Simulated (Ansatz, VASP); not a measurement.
**Two plane-wave programs on TiO2**

```xyz
6
Lattice="4.5998 0.0000 0.0000 0.0000 4.5998 0.0000 0.0000 0.0000 2.9592" Properties=species:S:1:pos:R:3 pbc="T T T"
Ti   -0.0329    0.0348    1.4720
Ti    2.2625    2.3487   -0.0103
O     1.4100    1.3962    1.4689
O     0.8706    3.7160    0.0144
O     3.6592    0.8931    0.0208
O     3.2157    3.2459    1.5089
```

Change from the starting cell: atoms moved at random, drawn with an rms of 0.05 Å.

Alike in both runs: task single point; functional PBEsol; k mesh 6 × 6 × 9; occupations fermi-dirac, width 0.05 eV; no spin polarisation.

|  | VASP | Ansatz |
| --- | --- | --- |
| version | VASP 6.6.1 | Ansatz 0.2.0 |
| potentials or method | VASP PAW PBE potentials, release 64 (Ti_sv, O) | Ansatz PAW |
| plane-wave cutoff (eV) | 520 | 420 |
| valence electrons in the cell | 48 | 48 |

Ansatz gave:

* gap on the k mesh at the Fermi level (eV): 1.76
* least direct gap on the mesh (eV): 1.79
* pressure (GPa): -2.9
* traceless stress, the component that is largest in VASP (GPa): -1.31
* rms of the force components (eV/Å): 0.277

Task: Estimate VASP's values.

Result: gap on the k mesh at the Fermi level (eV): 1.73; least direct gap on the mesh (eV): 1.76; pressure (GPa): -2.2; traceless stress, the component that is largest in VASP (GPa): -1.14; rms of the force components (eV/Å): 0.275.

VASP's potentials were made for PBE, not for PBEsol. Atom by atom the forces differ by 0.011 eV/Å (rms over components). With one functional, cell and mesh, what is left measures potentials, basis and numerics.

Noted on Ansatz's run: odd divisions of the mesh miss points on the zone boundary, where band edges often lie, so the gap on the mesh can be too wide.
